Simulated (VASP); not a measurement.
A run of VASP 6.6.1 is set up as follows.

The input POSCAR:

```
Ge2CN4
1.0
    7.6880180720      0.0000000000     -0.0461851873
    0.0000000000      2.9236823969      0.0000000000
   -3.8841505907      0.0000000000      6.2917401645
Ge C N
4 2 8
Direct
    0.5830726418      0.5000000000      0.8300728002
    0.8527662933      0.0000000000      0.2671714562
    0.7910808498      0.0000000000      0.6227473109
    0.3753709373      0.0000000000      0.1503609322
    0.2169243394      0.5000000000      0.4174159422
    0.1832984261      0.5000000000      0.7407131295
    0.3025731384      0.5000000000      0.6430195020
    0.6556015721      0.0000000000      0.3360928641
    0.7546735497      0.5000000000      0.7348857460
    0.6407417120      0.0000000000      0.9855560307
    0.0468022076      0.0000000000      0.6513982132
    1.0042349060      0.5000000000      0.2850915917
    0.3091951352      0.0000000000      0.3682134885
    0.2836642911      0.5000000000     -0.0327390073
```

INCAR.step1

```
PREC     = Accurate       # precision mode
ENCUT    = 520            # plane-wave cutoff, eV
ISMEAR   = 0              # smearing method
SIGMA    = 0.01           # smearing width, eV
LREAL    = False          # projectors in reciprocal space
LASPH    = True           # aspherical terms in the spheres
NELM     = 60             # most SCF steps
NBANDS   = 65             # bands
GGA      = PE             # functional
ALGO     = Normal         # electronic algorithm
EDIFF    = 1E-4           # SCF threshold, eV
LWAVE    = True           # write WAVECAR
LCHARG   = False          # write CHGCAR
```

The input INCAR.step2:

```
PREC     = Accurate       # precision mode
ENCUT    = 520            # plane-wave cutoff, eV
EDIFF    = 1E-6           # SCF threshold, eV
ISMEAR   = 0              # smearing method
SIGMA    = 0.01           # smearing width, eV
LREAL    = False          # projectors in reciprocal space
LASPH    = True           # aspherical terms in the spheres
NELM     = 60             # most SCF steps
ALGO     = Normal         # electronic algorithm
ISIF     = 2              # what is computed and relaxed
LWAVE    = False          # write WAVECAR
LCHARG   = True           # write CHGCAR
METAGGA  = R2SCAN         # meta-GGA
LMIXTAU  = True         
LELF     = True           # ELF
LVHAR    = True         
NBANDS   = 65             # bands
ISTART   = 1
```

The input KPOINTS:

```
Automatic mesh
0
Gamma
  4 8 4
```

Potentials or basis: VASP PAW PBE potentials, release 64 (Ge_d, C, N).

Run with:

```console
$ cat potpaw_PBE.64/Ge_d/POTCAR potpaw_PBE.64/C/POTCAR potpaw_PBE.64/N/POTCAR > POTCAR
$ cp INCAR.step1 INCAR
$ mpirun -np 1 vasp_std > vasp.out
$ cp INCAR.step2 INCAR
$ mpirun -np 1 vasp_std > vasp.out
```

(1) What does it give for the largest force?

(2) Predict the pressure.

(3) What does it give for the band gap on the k mesh?

## Answers

(1) 0.096 eV/Å.

(2) 0.7 GPa.

(3) 1.52 eV (least direct gap 1.54 eV).

Caveat: the PAW data sets were made with another functional, which shifts forces and pressure a little.
